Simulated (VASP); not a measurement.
# Cu3Te (Pm-3m) in VASP: further runs, part 2 of 2

VASP 6.6.1. Earlier steps stand in the parts before.

## Step 4: Single point, PBE

This run uses another cell than the first one, of 15.06 Å³/atom.

File INCAR:

```
SYSTEM = Cu3Te
PREC     = Accurate       ! precision mode
ENCUT    = 520            ! plane-wave cutoff, eV
EDIFF    = 1E-6           ! SCF threshold, eV
ISMEAR   = -1             ! smearing method
SIGMA    = 0.2            ! smearing width, eV
LREAL    = .False.        ! projectors in reciprocal space
LASPH    = .True.         ! aspherical terms in the spheres
NELM     = 100            ! most SCF steps
ALGO     = Normal         ! electronic algorithm
ISIF     = 2              ! what is computed and relaxed
LWAVE    = .False.        ! write WAVECAR
LCHARG   = .False.        ! write CHGCAR
GGA      = PE             ! functional
NBANDS   = 28             ! bands
```

File KPOINTS:

```
regular mesh
0
Gamma
  6 6 6
  0 0 0
```

File POSCAR:

```
Cu3Te
1.0
    3.9201735375      0.0000000000      0.0000000000
    0.0000000000      3.9201735375      0.0000000000
    0.0000000000      0.0000000000      3.9201735375
Cu Te
3 1
Direct
    0.0000000000      0.5000000000      0.5000000000
    0.5000000000      0.0000000000      0.5000000000
    0.5000000000      0.5000000000      0.0000000000
    0.0000000000      0.0000000000      0.0000000000
```

Potentials or basis: VASP PAW PBE potentials, release 64 (Cu, Te).

The run is started by

```bash
cat potpaw_PBE.64/Cu/POTCAR potpaw_PBE.64/Te/POTCAR > POTCAR
mpirun -np 1 vasp_std > vasp.out
```

OUTCAR:

```text
SYSTEM = Cu3Te
   PREC = Accurate
   ENCUT = 520
   EDIFF = 1E-6
   ISMEAR = -1
   LREAL = .False.
   LASPH = .True.
   NELM = 100
   ISIF = 2
   GGA = PE

 ion  position               nearest neighbor table
   1  0.000  0.500  0.500-   2 2.77   3 2.77   4 2.77   3 2.77   4 2.77   2 2.77   4 2.77   4 2.77
                             2 2.77   3 2.77   3 2.77   2 2.77
   2  0.500  0.000  0.500-   1 2.77   3 2.77   4 2.77   3 2.77   4 2.77   1 2.77   3 2.77   3 2.77
                             1 2.77   4 2.77   4 2.77   1 2.77
[... 817 lines left out ...]
  Direction    XX          YY          ZZ          XY          YZ          ZX
  --------------------------------------------------------------------------------------
  -------------------------------------------------------------------------------------
  Total        1.3792850      1.3792850      1.3792850     -0.0000000      0.0000000      0.0000000
  in kB       36.6816364     36.6816364     36.6816364     -0.0000000      0.0000000      0.0000000
  external PRESSURE =      36.6816364 kB  Pullay stress =       0.0000000 kB

 VOLUME and BASIS-vectors are now :
 -----------------------------------------------------------------------------
  energy-cutoff  :      520.00
  volume of cell :       60.24
      direct lattice vectors                 reciprocal lattice vectors
     3.920173538  0.000000000  0.000000000     0.255090748  0.000000000  0.000000000
     0.000000000  3.920173538  0.000000000     0.000000000  0.255090748  0.000000000
     0.000000000  0.000000000  3.920173538     0.000000000  0.000000000  0.255090748

 POSITION                                       TOTAL-FORCE (eV/Angst)
 -----------------------------------------------------------------------------------
      0.00000      1.96009      1.96009         0.000000      0.000000      0.000000
      1.96009      0.00000      1.96009         0.000000      0.000000      0.000000
      1.96009      1.96009      0.00000         0.000000      0.000000      0.000000
      0.00000      0.00000      0.00000         0.000000      0.000000      0.000000
 -----------------------------------------------------------------------------------
    total drift:                                0.000000      0.000000     -0.000000

  FREE ENERGIE OF THE ION-ELECTRON SYSTEM (eV)
  ---------------------------------------------------
  free  energy   TOTEN  =       -13.7852147576 eV

  energy  without entropy=      -13.6663152346  energy(sigma->0) =      -13.72576500
```

OSZICAR:

```text
N       E                     dE             d eps       ncg     rms          rms(c)
DAV:   1     0.288851995444E+03    0.28885E+03   -0.16582E+04  1136   0.202E+03
DAV:   2     0.818610909366E+01   -0.28067E+03   -0.26983E+03  1124   0.361E+02
DAV:   3    -0.150800035831E+02   -0.23266E+02   -0.22357E+02  1320   0.138E+02
DAV:   4    -0.157919018361E+02   -0.71190E+00   -0.70878E+00  1704   0.266E+01
DAV:   5    -0.157993881372E+02   -0.74863E-02   -0.74845E-02  1704   0.266E+00    0.195E+01
DAV:   6    -0.152044732144E+02    0.59491E+00   -0.24327E+01  1272   0.104E+02    0.972E+00
DAV:   7    -0.138040604111E+02    0.14004E+01   -0.61069E+00  1320   0.568E+01    0.434E+00
DAV:   8    -0.138011847865E+02    0.28756E-02   -0.19417E-01  1624   0.386E+00    0.146E+00
DAV:   9    -0.137858993323E+02    0.15285E-01   -0.34226E-02  1416   0.400E+00    0.614E-01
DAV:  10    -0.137858837236E+02    0.15609E-04   -0.19760E-03  1392   0.473E-01    0.332E-01
DAV:  11    -0.137852136546E+02    0.67007E-03   -0.28830E-03  1400   0.121E+00    0.350E-02
DAV:  12    -0.137852149482E+02   -0.12936E-05   -0.28067E-04  1684   0.223E-01    0.975E-02
DAV:  13    -0.137852147576E+02    0.19067E-06   -0.34441E-06  1160   0.154E-02
   1 F= -.13785215E+02 E0= -.13725765E+02  d E =-.118900E+00
```

stdout:

```text
POSCAR found type information on POSCAR CuTe
 POSCAR found :  2 types and       4 ions
 scaLAPACK will be used
 LDA part: xc-table for (Slater+PW92), standard interpolation
 POSCAR, INCAR and KPOINTS ok, starting setup
 FFT: planning ... GRIDC
 FFT: planning ... GRID_SOFT
 FFT: planning ... GRID
 WAVECAR not read
 entering main loop
```

Run time: 51 s. Hardware: 1 thread of AMD EPYC, shared host; peak memory 0.15 GiB.

Results:

| Quantity | Value |
| --- | --- |
| Free energy | -13.7852 eV |
| Pressure | 3.7 GPa |
| Band gap on the k mesh | zero (an odd number of electrons rules out a gap without spin polarisation) |

Caveat: the cell stands under pressure; spin-orbit coupling is left out, which moves the levels of the heavy elements.

## Step 5: Single point, PBE

This run uses another cell than the first one, of 15.37 Å³/atom.

File INCAR:

```
SYSTEM = Cu3Te
ALGO     = Normal         ! electronic algorithm
EDIFF    = 1E-7           ! SCF threshold, eV
ENCUT    = 520            ! plane-wave cutoff, eV
GGA      = PE             ! functional
ISIF     = 2              ! what is computed and relaxed
ISMEAR   = -1             ! smearing method
LASPH    = .True.         ! aspherical terms in the spheres
LCHARG   = .False.        ! write CHGCAR
LREAL    = .False.        ! projectors in reciprocal space
LWAVE    = .False.        ! write WAVECAR
NBANDS   = 28             ! bands
NELM     = 100            ! most SCF steps
PREC     = Accurate       ! precision mode
SIGMA    = 0.2            ! smearing width, eV
```

File KPOINTS:

```
k-points
0
Gamma
  6 6 6
  0 0 0
```

File POSCAR:

```
Cu3Te
1.0
    3.9466620000      0.0000000000      0.0000000000
    0.0000000000      3.9466620000      0.0000000000
    0.0000000000      0.0000000000      3.9466620000
Cu Te
3 1
Direct
    0.0000000000      0.5000000000      0.5000000000
    0.5000000000      0.0000000000      0.5000000000
    0.5000000000      0.5000000000      0.0000000000
    0.0000000000      0.0000000000      0.0000000000
```

Potentials or basis: VASP PAW PBE potentials, release 64 (Cu, Te).

The run is started by

```bash
cat potpaw_PBE.64/Cu/POTCAR potpaw_PBE.64/Te/POTCAR > POTCAR
mpirun -np 1 vasp_std > vasp.out
```

OUTCAR:

```text
SYSTEM = Cu3Te
   EDIFF = 1E-7
   ENCUT = 520
   GGA = PE
   ISIF = 2
   ISMEAR = -1
   LASPH = .True.
   LREAL = .False.
   NELM = 100
   PREC = Accurate

 ion  position               nearest neighbor table
   1  0.000  0.500  0.500-   2 2.79   3 2.79   4 2.79   3 2.79   4 2.79   2 2.79   4 2.79   4 2.79
                             2 2.79   3 2.79   3 2.79   2 2.79
   2  0.500  0.000  0.500-   1 2.79   3 2.79   4 2.79   3 2.79   4 2.79   1 2.79   3 2.79   3 2.79
                             1 2.79   4 2.79   4 2.79   1 2.79
[... 817 lines left out ...]
  Direction    XX          YY          ZZ          XY          YZ          ZX
  --------------------------------------------------------------------------------------
  -------------------------------------------------------------------------------------
  Total        0.4308429      0.4308429      0.4308429     -0.0000000     -0.0000000      0.0000000
  in kB       11.2289655     11.2289655     11.2289655     -0.0000000     -0.0000000      0.0000000
  external PRESSURE =      11.2289655 kB  Pullay stress =       0.0000000 kB

 VOLUME and BASIS-vectors are now :
 -----------------------------------------------------------------------------
  energy-cutoff  :      520.00
  volume of cell :       61.47
      direct lattice vectors                 reciprocal lattice vectors
     3.946662000  0.000000000  0.000000000     0.253378678  0.000000000  0.000000000
     0.000000000  3.946662000  0.000000000     0.000000000  0.253378678  0.000000000
     0.000000000  0.000000000  3.946662000     0.000000000  0.000000000  0.253378678

 POSITION                                       TOTAL-FORCE (eV/Angst)
 -----------------------------------------------------------------------------------
      0.00000      1.97333      1.97333         0.000000      0.000000      0.000000
      1.97333      0.00000      1.97333         0.000000      0.000000      0.000000
      1.97333      1.97333      0.00000         0.000000      0.000000      0.000000
      0.00000      0.00000      0.00000         0.000000      0.000000      0.000000
 -----------------------------------------------------------------------------------
    total drift:                                0.000000      0.000000     -0.000000

  FREE ENERGIE OF THE ION-ELECTRON SYSTEM (eV)
  ---------------------------------------------------
  free  energy   TOTEN  =       -13.8022479256 eV

  energy  without entropy=      -13.6812944928  energy(sigma->0) =      -13.74177121
```

OSZICAR:

```text
N       E                     dE             d eps       ncg     rms          rms(c)
DAV:   1     0.285559015625E+03    0.28556E+03   -0.16443E+04  1136   0.200E+03
DAV:   2     0.766626299142E+01   -0.27789E+03   -0.26758E+03  1120   0.357E+02
DAV:   3    -0.150770354405E+02   -0.22743E+02   -0.21725E+02  1344   0.134E+02
DAV:   4    -0.157710243877E+02   -0.69399E+00   -0.69126E+00  1676   0.260E+01
DAV:   5    -0.157791315283E+02   -0.81071E-02   -0.81034E-02  1704   0.261E+00    0.192E+01
DAV:   6    -0.152480643225E+02    0.53107E+00   -0.24404E+01  1264   0.104E+02    0.971E+00
DAV:   7    -0.138187310164E+02    0.14293E+01   -0.61424E+00  1316   0.567E+01    0.415E+00
DAV:   8    -0.138180608112E+02    0.67021E-03   -0.20030E-01  1632   0.401E+00    0.152E+00
DAV:   9    -0.138030165389E+02    0.15044E-01   -0.33201E-02  1420   0.388E+00    0.671E-01
DAV:  10    -0.138030098448E+02    0.66941E-05   -0.18572E-03  1400   0.462E-01    0.378E-01
DAV:  11    -0.138022493569E+02    0.76049E-03   -0.32475E-03  1396   0.127E+00    0.362E-02
DAV:  12    -0.138022517857E+02   -0.24288E-05   -0.31000E-04  1688   0.231E-01    0.104E-01
DAV:  13    -0.138022518436E+02   -0.57894E-07   -0.38741E-06  1524   0.170E-02    0.884E-02
DAV:  14    -0.138022471312E+02    0.47124E-05   -0.62763E-06  1592   0.527E-02    0.252E-02
DAV:  15    -0.138022479018E+02   -0.77061E-06   -0.15158E-06  1340   0.917E-03    0.871E-03
DAV:  16    -0.138022479256E+02   -0.23824E-07   -0.44606E-08   696   0.162E-03
   1 F= -.13802248E+02 E0= -.13741771E+02  d E =-.120953E+00
```

stdout:

```text
POSCAR found type information on POSCAR CuTe
 POSCAR found :  2 types and       4 ions
 scaLAPACK will be used
 LDA part: xc-table for (Slater+PW92), standard interpolation
 POSCAR, INCAR and KPOINTS ok, starting setup
 FFT: planning ... GRIDC
 FFT: planning ... GRID_SOFT
 FFT: planning ... GRID
 WAVECAR not read
 entering main loop
```

It took 63 s on 1 thread of AMD EPYC, shared host; peak memory 0.15 GiB.

What came out:

```yaml
Free_energy: -13.8022 eV
Pressure: 1.1 GPa
Band_gap_on_the_k_mesh: zero (an odd number of electrons rules out a gap without spin polarisation)
```

Caveat: spin-orbit coupling is left out, which moves the levels of the heavy elements.

## Step 6: Single point, PBE

This run uses another cell than the first one, of 15.68 Å³/atom.

File INCAR:

```
SYSTEM = Cu3Te
  PREC = Accurate
  ENCUT = 520
  EDIFF = 1E-7
  ISMEAR = -1
  SIGMA = 0.2
  LREAL = .FALSE.
  LASPH = .TRUE.
  NELM = 80
  ALGO = Normal
  ISIF = 2
  LWAVE = .FALSE.
  LCHARG = .FALSE.
  GGA = PE
  NBANDS = 28
```

File KPOINTS:

```
Automatic mesh
0
G
  6 6 6
  0 0 0
```

File POSCAR:

```
Cu3Te
1.0
    3.9727995962      0.0000000000      0.0000000000
    0.0000000000      3.9727995962      0.0000000000
    0.0000000000      0.0000000000      3.9727995962
Cu Te
3 1
Direct
    0.0000000000      0.5000000000      0.5000000000
    0.5000000000      0.0000000000      0.5000000000
    0.5000000000      0.5000000000      0.0000000000
    0.0000000000      0.0000000000      0.0000000000
```

Potentials or basis: VASP PAW PBE potentials, release 64 (Cu, Te).

The run is started by

```bash
cat potpaw_PBE.64/Cu/POTCAR potpaw_PBE.64/Te/POTCAR > POTCAR
mpirun -np 1 vasp_std > vasp.out
```

OUTCAR:

```text
SYSTEM = Cu3Te
   PREC = Accurate
   ENCUT = 520
   EDIFF = 1E-7
   ISMEAR = -1
   LREAL = .FALSE.
   LASPH = .TRUE.
   NELM = 80
   ISIF = 2
   GGA = PE

 ion  position               nearest neighbor table
   1  0.000  0.500  0.500-   4 2.81   4 2.81   4 2.81   4 2.81
   2  0.500  0.000  0.500-   4 2.81   4 2.81   4 2.81   4 2.81
   3  0.500  0.500  0.000-   4 2.81   4 2.81   4 2.81   4 2.81
   4  0.000  0.000  0.000-   1 2.81   2 2.81   3 2.81   1 2.81   2 2.81   1 2.81   3 2.81   1 2.81
                             2 2.81   3 2.81   2 2.81   3 2.81

  LATTYP: Found a simple cubic cell.
 ALAT       =     3.9727995962

  Lattice vectors:

 A1 = (   3.9727995962,   0.0000000000,   0.0000000000)
 A2 = (   0.0000000000,   3.9727995962,   0.0000000000)
 A3 = (   0.0000000000,   0.0000000000,   3.9727995962)

Analysis of symmetry for initial positions (statically):
=====================================================================
 Subroutine PRICEL returns:
 Original cell was already a primitive cell.

[... 164 lines left out ...]
  free energy    TOTEN  =       -13.80364124 eV

  energy without entropy =      -13.68057241  energy(sigma->0) =      -13.74210683

 E-fermi :   8.6320     XC(G=0): -11.6872

 val. band max:        8.4844098559   @ k =   0.3333   0.3333   0.0000
 cond. band min:       8.7209416283   @ k =   0.5000   0.1667   0.1667
 fundamental gap:      0.2365317723
 Fermi energy:         8.6320381125

 k-point     1 :       0.0000    0.0000    0.0000
  band No.  band energies     occupation
      1      -5.2141      2.00000
      2       3.6198      2.00000
      3       4.4117      2.00000
      4       4.4117      2.00000
      5       4.7145      2.00000
      6       4.7145      2.00000
[... 609 lines left out ...]
     27      22.3164      0.00000
     28      22.3164      0.00000

------------------------ aborting loop because EDIFF is reached ----------------------------------------

  FORCE on cell =-STRESS in cart. coord.  units (eV):
  Direction    XX          YY          ZZ          XY          YZ          ZX
  --------------------------------------------------------------------------------------
  -------------------------------------------------------------------------------------
  Total       -0.3122386     -0.3122386     -0.3122386     -0.0000000      0.0000000     -0.0000000
  in kB       -7.9782422     -7.9782422     -7.9782422     -0.0000000      0.0000000     -0.0000000
  external PRESSURE =      -7.9782422 kB  Pullay stress =       0.0000000 kB

 VOLUME and BASIS-vectors are now :
 -----------------------------------------------------------------------------
  energy-cutoff  :      520.00
  volume of cell :       62.70
      direct lattice vectors                 reciprocal lattice vectors
     3.972799596  0.000000000  0.000000000     0.251711665  0.000000000  0.000000000
     0.000000000  3.972799596  0.000000000     0.000000000  0.251711665  0.000000000
     0.000000000  0.000000000  3.972799596     0.000000000  0.000000000  0.251711665

 POSITION                                       TOTAL-FORCE (eV/Angst)
 -----------------------------------------------------------------------------------
      0.00000      1.98640      1.98640         0.000000      0.000000      0.000000
      1.98640      0.00000      1.98640         0.000000      0.000000      0.000000
      1.98640      1.98640      0.00000         0.000000      0.000000      0.000000
      0.00000      0.00000      0.00000         0.000000      0.000000      0.000000
 -----------------------------------------------------------------------------------
    total drift:                                0.000000      0.000000     -0.000000

  FREE ENERGIE OF THE ION-ELECTRON SYSTEM (eV)
  ---------------------------------------------------
  free  energy   TOTEN  =       -13.8036412439 eV

  energy  without entropy=      -13.6805724074  energy(sigma->0) =      -13.74210683
```

Wall time 67 s (1 thread of AMD EPYC, shared host); peak memory 0.15 GiB.

What came out:

```
Free energy            : -13.8036 eV
Pressure               : -0.8 GPa
Band gap on the k mesh : zero (an odd number of electrons rules out a gap without spin polarisation)
```

Caveat: spin-orbit coupling is left out, which moves the levels of the heavy elements.

## Step 7: Overview

```csv
cell,gap on the mesh (eV),pressure (GPa)
"a = 3.866 Å, 4 atoms",none,8.4
"a = 3.893 Å, 4 atoms",none,5.7
"a = 3.920 Å, 4 atoms",none,3.7
"a = 3.947 Å, 4 atoms",none,1.1
"a = 3.973 Å, 4 atoms",none,-0.8
```

Alike in all rows: task single point; level PBE; potentials or basis VASP PAW PBE potentials, release 64 (Cu, Te); no spin polarisation; k mesh 6 × 6 × 6; cutoff (eV) 520; smearing fermi-dirac 0.2 eV.

Caveats: spin-orbit coupling is left out, which moves the levels of the heavy elements; the cell stands under pressure (at least some runs).

Absolute energies hang on the potentials; compare differences alone.
